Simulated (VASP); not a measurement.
# BN (P2_1) in VASP: further runs

Runs on BN. Level: PBE. Tasks: single point.

Program: VASP 6.6.1. These are calculated values, not measurements. Logs are shortened: lines on timing, memory, paths and dates and some standing lists are left out, and cuts for length are marked.

**1. The cell of the first run**

Symmetry: P2_1, No. 4, monoclinic system. The conventional cell has a = 2.555 Å, b = 4.225 Å, c = 2.555 Å, α = 90.00°, β = 120.00°, γ = 90.00°. B (site symmetry 1) has 4 N at 1.56 to 1.59 Å within 2.1 Å. N (site symmetry 1) has 4 B at 1.56 to 1.59 Å within 2.1 Å.

**2. Single point, PBE (mode 4 (471.6 1/cm) frozen in, largest displacement -0.060 Å)**

INCAR reads:

```
SYSTEM = BN
  PREC = Accurate
  ENCUT = 520
  EDIFF = 1E-6
  ISMEAR = 0
  SIGMA = 0.05
  LREAL = .FALSE.
  LASPH = .TRUE.
  NELM = 80
  ALGO = Normal
  ISIF = 2
  LWAVE = .FALSE.
  LCHARG = .FALSE.
  GGA = PE
  NBANDS = 16
```

KPOINTS reads:

```
regular mesh
0
G
  12 12 6
  0 0 0
```

POSCAR reads:

```
BN
1.0
    2.5545800960      0.0000000000      0.0000000000
   -1.2772900480      2.2123312591      0.0000000000
    0.0000000000      0.0000000000      4.2245145352
B N
2 2
Direct
    0.6447333481      0.3333333333      0.9998058547
    0.3552666519      0.6666666667      0.4998058547
    0.6901538926      0.3333333333      0.6251941453
    0.3098461074      0.6666666667      0.1251941453
```

Potentials or basis: VASP PAW PBE potentials, release 64 (B, N).

Launch:

```console
cat potpaw_PBE.64/B/POTCAR potpaw_PBE.64/N/POTCAR > POTCAR
mpirun -np 1 vasp_std > vasp.out
```

OUTCAR:

```text
SYSTEM = BN
   PREC = Accurate
   ENCUT = 520
   EDIFF = 1E-6
   ISMEAR = 0
   LREAL = .FALSE.
   LASPH = .TRUE.
   NELM = 80
   ISIF = 2
   GGA = PE

 ion  position               nearest neighbor table
   1  0.645  0.333  1.000-   4 1.56   4 1.57   4 1.57   3 1.59
   2  0.355  0.667  0.500-   3 1.56   3 1.57   3 1.57   4 1.59
   3  0.690  0.333  0.625-   2 1.56   2 1.57   2 1.57   1 1.59
   4  0.310  0.667  0.125-   1 1.56   1 1.57   1 1.57   2 1.59

  LATTYP: Found a hexagonal cell.
 ALAT       =     2.5545800960
 C/A-ratio  =     1.6537021258

  Lattice vectors:

 A1 = (   2.5545800960,   0.0000000000,   0.0000000000)
 A2 = (  -1.2772900480,   2.2123312591,   0.0000000000)
 A3 = (   0.0000000000,   0.0000000000,   4.2245145352)

Analysis of symmetry for initial positions (statically):
=====================================================================
 Subroutine PRICEL returns:
 Original cell was already a primitive cell.

 Routine SETGRP: Setting up the symmetry group for a
 hexagonal supercell.

 Subroutine GETGRP returns: Found  2 space group operations
 (whereof  1 operations were pure point group operations)
 out of a pool of 24 trial point group operations.

The static configuration has the point symmetry C_1 .
 The point group associated with its full space group is C_2 .

Analysis of symmetry for dynamics (positions and initial velocities):
=====================================================================
 Subroutine PRICEL returns:
 Original cell was already a primitive cell.

 Routine SETGRP: Setting up the symmetry group for a
 hexagonal supercell.

 Subroutine GETGRP returns: Found  2 space group operations
 (whereof  1 operations were pure point group operations)
 out of a pool of 24 trial point group operations.

The dynamic configuration has the point symmetry C_1 .
 The point group associated with its full space group is C_2 .

 Subroutine INISYM returns: Found  2 space group operations
 (whereof  1 operations are pure point group operations),
 and found     1 'primitive' translations

----------------------------------------------------------------------------------------

                                     Primitive cell

  volume of cell :      23.8752
[... 85 lines left out ...]
   ISTART =      0    job   : 0-new  1-cont  2-samecut
   ICHARG =      2    charge: 1-file 2-atom 10-const
   ISPIN  =      1    spin polarized calculation?
   LNONCOLLINEAR =      F non collinear calculations
   LSORBIT =      F    spin-orbit coupling
   LASPH  =      T    aspherical Exc in radial PAW
   ENCUT  =  520.0 eV  38.22 Ry    6.18 a.u.   4.75  4.75  7.85*2*pi/ulx,y,z
   NELM   =     80;   NELMIN=  2; NELMDL= -5     # of ELM steps
   EDIFF  = 0.1E-05   stopping-criterion for ELM
   LREAL  =      F    real-space projection
   EDIFFG = 0.1E-04   stopping-criterion for IOM
   NSW    =      0    number of steps for IOM
   IBRION =     -1    ionic relax: 0-MD 1-quasi-New 2-CG
   NFREE  =      0    steps in history (QN), initial steepest desc. (CG)
   ISIF   =      2    stress and relaxation
   ISYM   =      2    0-nonsym 1-usesym 2-fastsym
   POTIM  = 0.5000    time-step for ionic-motion
   TEBEG  =    0.0;   TEEND  =   0.0 temperature during run
   PSTRESS=    0.0 pullay stress
   NELECT =      16.0000    total number of electrons
   NUPDOWN=      -1.0000    fix difference up-down
   EMIN   =  10.00;   EMAX   =-10.00  energy-range for DOS
   EFERMI =   0.00;   METHOD = LEGACY
   ISMEAR =     0;   SIGMA  =   0.05  broadening in eV -4-tet -1-fermi 0-gaus
   EFERMI_NEDOS =   21; number of points for ismear=-14 and -15
   IALGO  =     38    algorithm
   IMIX   =      4    mixing-type and parameters
     AMIX     =   0.40;   BMIX     =  1.00
     AMIX_MAG =   1.60;   BMIX_MAG =  1.00
  volume/ion in A,a.u.               =       5.97        40.28
  Fermi-wavevector in a.u.,A,eV,Ry     =   1.432625  2.707270 27.924811  2.052416
  Thomas-Fermi vector in A             =   2.552232
   LORBIT       =      0    0 simple, 1 ext, 2 COOP (PROOUT), +10 PAW based schemes
   GGA     = PE    functional components
   LHFCALC =     F    Hartree Fock is set to
   AEXX    =    0.0000 exact exchange contribution
   IVDW    =     0    specifies the selected vdW correction
   LEPSILON=     F    determine dielectric tensor
   LRPA    =     F    only Hartree local field effects (RPA)
 non-spin polarized calculation
 Gauss-broadening in eV      SIGMA  =   0.05
  energy-cutoff  :      520.00
  volume of cell :       23.88
 maximum number of plane-waves:       660
   NGX =  9   NGY =  9   NGZ = 15

 number of electron      16.0000000 magnetization

 Free energy of the ion-electron system (eV)
  ---------------------------------------------------
  ext. energy  EPLUGINS =         0.00000000
  ---------------------------------------------------
  free energy    TOTEN  =       -34.76366779 eV

  energy without entropy =      -34.76366779  energy(sigma->0) =      -34.76366779

 E-fermi :   7.7815     XC(G=0): -12.7654

 val. band max:        7.4858052220   @ k =   0.0000   0.0000   0.0000
 cond. band min:      12.5904980398   @ k =   0.3333   0.3333   0.0000
 fundamental gap:      5.1046928178
 Fermi energy:         7.7814619585

 k-point     1 :       0.0000    0.0000    0.0000
  band No.  band energies     occupation
      1     -12.8530      2.00000
      2      -8.7415      2.00000
      3      -3.3768      2.00000
      4       5.2783      2.00000
      5       5.4230      2.00000
      6       7.2127      2.00000
[... 433 lines left out ...]
      3      -2.3603      2.00000
      4       2.0030      2.00000
      5       3.2916      2.00000
      6       4.7400      2.00000
[... 8 lines left out ...]
     15      21.6589      0.00000
     16      22.8102      0.00000

 [... further k-points ...]
[... 5 lines left out ...]
  --------------------------------------------------------------------------------------
  -------------------------------------------------------------------------------------
  Total       -0.0901392      0.0672589      0.0689809      0.3041702      0.0000000      0.0000000
  in kB       -6.0489191      4.5135068      4.6290638     20.4117758      0.0000000      0.0000000
  external PRESSURE =       1.0312172 kB  Pullay stress =       0.0000000 kB

 VOLUME and BASIS-vectors are now :
 -----------------------------------------------------------------------------
  energy-cutoff  :      520.00
  volume of cell :       23.88
      direct lattice vectors                 reciprocal lattice vectors
     2.554580096  0.000000000  0.000000000     0.391453766  0.226005937  0.000000000
    -1.277290048  2.212331259  0.000000000     0.000000000  0.452011875  0.000000000
     0.000000000  0.000000000  4.224514535     0.000000000  0.000000000  0.236713590

 POSITION                                       TOTAL-FORCE (eV/Angst)
 -----------------------------------------------------------------------------------
      1.22126      0.73744      4.22369         0.492982     -0.015586      0.003297
      0.05603      1.47489      2.11144        -0.492982      0.015586      0.003297
      1.33729      0.73744      2.64114        -0.691078     -0.018897     -0.003297
     -0.06000      1.47489      0.52888         0.691078      0.018897     -0.003297
 -----------------------------------------------------------------------------------
    total drift:                                0.000000      0.000000      0.000222

  FREE ENERGIE OF THE ION-ELECTRON SYSTEM (eV)
  ---------------------------------------------------
  free  energy   TOTEN  =       -34.7636677948 eV

  energy  without entropy=      -34.7636677948  energy(sigma->0) =      -34.76366779
```

OSZICAR:

```text
N       E                     dE             d eps       ncg     rms          rms(c)
DAV:   1     0.376281208295E+02    0.37628E+02   -0.83077E+03  9488   0.973E+02
DAV:   2    -0.344000259501E+02   -0.72028E+02   -0.67699E+02 13496   0.228E+02
DAV:   3    -0.366641552550E+02   -0.22641E+01   -0.22587E+01 10976   0.369E+01
DAV:   4    -0.366696987893E+02   -0.55435E-02   -0.55431E-02 11440   0.209E+00
DAV:   5    -0.366697137666E+02   -0.14977E-04   -0.14977E-04 10656   0.100E-01    0.940E+00
DAV:   6    -0.349202488569E+02    0.17495E+01   -0.22279E+00 11984   0.136E+01    0.445E+00
DAV:   7    -0.347915377604E+02    0.12871E+00   -0.31091E-01 12064   0.449E+00    0.273E+00
DAV:   8    -0.347646061836E+02    0.26932E-01   -0.52789E-02 11392   0.186E+00    0.257E-01
DAV:   9    -0.347633887018E+02    0.12175E-02   -0.18923E-03 11088   0.518E-01    0.132E-01
DAV:  10    -0.347636595971E+02   -0.27090E-03   -0.48827E-04 11336   0.172E-01    0.252E-02
DAV:  11    -0.347636664104E+02   -0.68133E-05   -0.30793E-05 11784   0.540E-02    0.145E-02
DAV:  12    -0.347636677085E+02   -0.12981E-05   -0.55026E-06 11368   0.232E-02    0.194E-03
DAV:  13    -0.347636677948E+02   -0.86382E-07   -0.15031E-07  4776   0.398E-03
   1 F= -.34763668E+02 E0= -.34763668E+02  d E =-.213159E-19
```

Wall time 44 s (1 thread of Intel Xeon 6975P-C (Granite Rapids), shared host); peak memory 0.2 GiB.

What came out:

```
Free energy            : -34.7637 eV
Pressure               : 0.1 GPa
Largest force          : 0.691 eV/Å
Band gap on the k mesh : 5.10 eV, indirect (least direct gap 8.06 eV)
```

Forces on the atoms (eV/Å):
```
B    0.493 -0.016  0.003
B   -0.493  0.016  0.003
N   -0.691 -0.019 -0.003
N    0.691  0.019 -0.003
```

Caveat: the cell differs from its parent crystal (mode 4 (471.6 1/cm) frozen in, largest displacement -0.060 Å).

**3. Single point, PBE (mode 4 (471.6 1/cm) frozen in, largest displacement +0.030 Å)**

INCAR reads:

```
SYSTEM = BN
PREC = Accurate
ENCUT = 520
EDIFF = 1E-7
ISMEAR = 0
SIGMA = 0.05
LREAL = .FALSE.
LASPH = .TRUE.
NELM = 80
ALGO = Normal
ISIF = 2
LWAVE = .FALSE.
LCHARG = .FALSE.
GGA = PE
NBANDS = 16
```

KPOINTS reads:

```
Automatic mesh
0
G
  12 12 6
  0 0 0
```

POSCAR reads:

```
BN
1.0
    2.5545800960      0.0000000000      0.0000000000
   -1.2772900480      2.2123312591      0.0000000000
    0.0000000000      0.0000000000      4.2245145352
B N
2 2
Direct
    0.6776333260      0.3333333333      0.9998058547
    0.3223666740      0.6666666667      0.4998058547
    0.6549230537      0.3333333333      0.6251941453
    0.3450769463      0.6666666667      0.1251941453
```

Potentials or basis: VASP PAW PBE potentials, release 64 (B, N).

Launch:

```console
cat potpaw_PBE.64/B/POTCAR potpaw_PBE.64/N/POTCAR > POTCAR
mpirun -np 1 vasp_std > vasp.out
```

Run time: 43 s. Hardware: 1 thread of Intel Xeon 6975P-C (Granite Rapids), shared host; peak memory 0.2 GiB.

It converged, with:

* Free energy: -34.8155 eV
* Pressure: 0.2 GPa
* Largest force: 0.344 eV/Å
* Band gap on the k mesh: 5.16 eV, indirect (least direct gap 8.19 eV)

Forces in eV/Å, atoms in the order of the input:
```
B   -0.247 -0.004  0.000
B    0.247  0.004  0.000
N    0.344 -0.004  0.000
N   -0.344  0.004  0.000
```

Stress tensor (GPa, compression positive):
```
 0.02 -1.01  0.00
-1.01  0.28  0.00
 0.00  0.00  0.27
```

Levels at points of the mesh, in eV from the valence-band top:
```
           k point  band 6  band 7  band 8  band 9  band 10  band 11
(0.00, 0.00, 0.00)   -0.29   -0.09    0.00    8.19     8.38     8.51
(0.50, 0.00, 0.00)   -4.97   -4.24   -2.13    6.68     7.56    10.52
(0.00, 0.50, 0.00)   -4.96   -4.38   -2.14    6.66     7.91    10.50
(0.50, 0.50, 0.00)   -4.96   -4.52   -2.13    6.61     8.23    10.52
(0.00, 0.00, 0.50)   -1.21   -1.19   -1.19    9.34     9.34     9.83
(0.50, 0.00, 0.50)   -3.79   -3.59   -3.59    6.47     6.47    10.04
(0.00, 0.50, 0.50)   -3.82   -3.50   -3.50    6.52     6.52     9.93
(0.50, 0.50, 0.50)   -3.78   -3.49   -3.49    6.56     6.56     9.80
```

Caveat: the cell differs from its parent crystal (mode 4 (471.6 1/cm) frozen in, largest displacement +0.030 Å). A k mesh can miss the band edges.

**4. Single point, PBE (mode 4 (471.6 1/cm) frozen in, largest displacement +0.045 Å)**

INCAR reads:

```
SYSTEM = BN
ALGO = Normal ; EDIFF = 1E-6
ENCUT = 520 ; GGA = PE
ISIF = 2 ; ISMEAR = 0
LASPH = .TRUE. ; LCHARG = .TRUE.
LELF = .TRUE. ; LREAL = .FALSE.
LVHAR = .TRUE. ; LWAVE = .FALSE.
NBANDS = 16 ; NELM = 80
PREC = Accurate ; SIGMA = 0.05
```

KPOINTS reads:

```
k-points
0
G
  12 12 6
  0 0 0
```

POSCAR reads:

```
BN
1.0
    2.5545800960      0.0000000000      0.0000000000
   -1.2772900480      2.2123312591      0.0000000000
    0.0000000000      0.0000000000      4.2245145352
B N
2 2
Direct
    0.6831166556      0.3333333333      0.9998058547
    0.3168833444      0.6666666667      0.4998058547
    0.6490512472      0.3333333333      0.6251941453
    0.3509487528      0.6666666667      0.1251941453
```

Launch:

```console
cat potpaw_PBE.64/B/POTCAR potpaw_PBE.64/N/POTCAR > POTCAR
mpirun -np 1 vasp_std > vasp.out
```

It took 43 s on 1 thread of Intel Xeon 6975P-C (Granite Rapids), shared host; peak memory 0.2 GiB.

Results (log left out):

- Free energy: -34.7939 eV
- Pressure: 0.2 GPa
- Largest force: 0.517 eV/Å
- Band gap on the k mesh: 5.13 eV, indirect (least direct gap 8.13 eV)

Forces in eV/Å, atoms in the order of the input:
```
B   -0.370 -0.009  0.001
B    0.370  0.009  0.001
N    0.517 -0.010 -0.001
N   -0.517  0.010 -0.001
```

Stress tensor (GPa, compression positive):
```
-0.24 -1.52  0.00
-1.52  0.35  0.00
 0.00  0.00  0.35
```

Levels at points of the mesh, in eV from the valence-band top:
```
           k point  band 5  band 6  band 7  band 8  band 9  band 10  band 11  band 12
(0.00, 0.00, 0.00)   -2.08   -0.28   -0.13    0.00    8.13     8.40     8.49     9.45
(0.50, 0.00, 0.00)   -7.06   -4.98   -4.17   -2.15    6.69     7.36    10.51    11.24
(0.00, 0.50, 0.00)   -6.90   -4.96   -4.38   -2.17    6.66     7.90    10.46    11.27
(0.50, 0.50, 0.00)   -6.70   -4.97   -4.59   -2.15    6.59     8.37    10.50    11.34
(0.00, 0.00, 0.50)   -1.22   -1.22   -1.20   -1.20    9.29     9.29     9.81     9.81
(0.50, 0.00, 0.50)   -3.83   -3.83   -3.60   -3.60    6.43     6.43    10.07    10.07
(0.00, 0.50, 0.50)   -3.88   -3.88   -3.45   -3.45    6.49     6.49     9.91     9.91
(0.50, 0.50, 0.50)   -3.80   -3.80   -3.45   -3.45    6.56     6.56     9.72     9.72
```

Caveat: the cell differs from its parent crystal (mode 4 (471.6 1/cm) frozen in, largest displacement +0.045 Å).

**5. Single point, PBE (mode 4 (471.6 1/cm) frozen in, largest displacement +0.015 Å)**

INCAR reads:

```
ALGO     = Normal         # electronic algorithm
EDIFF    = 1E-6           # SCF threshold, eV
ENCUT    = 520            # plane-wave cutoff, eV
GGA      = PE             # functional
ISIF     = 2              # what is computed and relaxed
ISMEAR   = 0              # smearing method
LASPH    = True           # aspherical terms in the spheres
LCHARG   = False          # write CHGCAR
LREAL    = False          # projectors in reciprocal space
LWAVE    = False          # write WAVECAR
NBANDS   = 16             # bands
NELM     = 100            # most SCF steps
PREC     = Accurate       # precision mode
SIGMA    = 0.05           # smearing width, eV
```

KPOINTS reads:

```
k-points
0
Gamma
  12 12 6
```

POSCAR reads:

```
BN
1.0
    2.5545800960      0.0000000000      0.0000000000
   -1.2772900480      2.2123312591      0.0000000000
    0.0000000000      0.0000000000      4.2245145352
B N
2 2
Direct
    0.6721499963      0.3333333333      0.9998058547
    0.3278500037      0.6666666667      0.4998058547
    0.6607948602      0.3333333333      0.6251941453
    0.3392051398      0.6666666667      0.1251941453
```

Launch:

```console
cat potpaw_PBE.64/B/POTCAR potpaw_PBE.64/N/POTCAR > POTCAR
mpirun -np 1 vasp_std > vasp.out
```

Run time: 43 s. Hardware: 1 thread of Intel Xeon 6975P-C (Granite Rapids), shared host; peak memory 0.2 GiB.

It converged, with:

* Free energy: -34.8284 eV
* Pressure: 0.2 GPa
* Largest force: 0.172 eV/Å
* Band gap on the k mesh: 5.19 eV, indirect (least direct gap 8.23 eV)

Forces on the atoms (eV/Å):
```
B   -0.124 -0.001 -0.001
B    0.124  0.001 -0.001
N    0.172 -0.001  0.001
N   -0.172  0.001  0.001
```

Stress tensor (GPa, compression positive):
```
 0.18 -0.50  0.00
-0.50  0.24  0.00
 0.00  0.00  0.22
```

Levels at points of the mesh, in eV from the valence-band top:
| k point | band 5 | band 6 | band 7 | band 8 | band 9 | band 10 | band 11 | band 12 |
| --- | --- | --- | --- | --- | --- | --- | --- | --- |
| (0.00, 0.00, 0.00) | -2.10 | -0.28 | -0.04 | 0.00 | 8.26 | 8.36 | 8.53 | 9.40 |
| (0.50, 0.00, 0.00) | -6.93 | -4.96 | -4.31 | -2.11 | 6.67 | 7.75 | 10.54 | 11.35 |
| (0.00, 0.50, 0.00) | -6.87 | -4.95 | -4.38 | -2.11 | 6.66 | 7.92 | 10.53 | 11.36 |
| (0.50, 0.50, 0.00) | -6.81 | -4.95 | -4.45 | -2.11 | 6.64 | 8.09 | 10.54 | 11.39 |
| (0.00, 0.00, 0.50) | -1.19 | -1.19 | -1.18 | -1.18 | 9.37 | 9.37 | 9.85 | 9.85 |
| (0.50, 0.00, 0.50) | -3.76 | -3.76 | -3.57 | -3.57 | 6.52 | 6.52 | 10.01 | 10.01 |
| (0.00, 0.50, 0.50) | -3.77 | -3.77 | -3.53 | -3.53 | 6.54 | 6.54 | 9.95 | 9.95 |
| (0.50, 0.50, 0.50) | -3.75 | -3.75 | -3.52 | -3.52 | 6.56 | 6.56 | 9.89 | 9.89 |

Caveat: the cell differs from its parent crystal (mode 4 (471.6 1/cm) frozen in, largest displacement +0.015 Å).
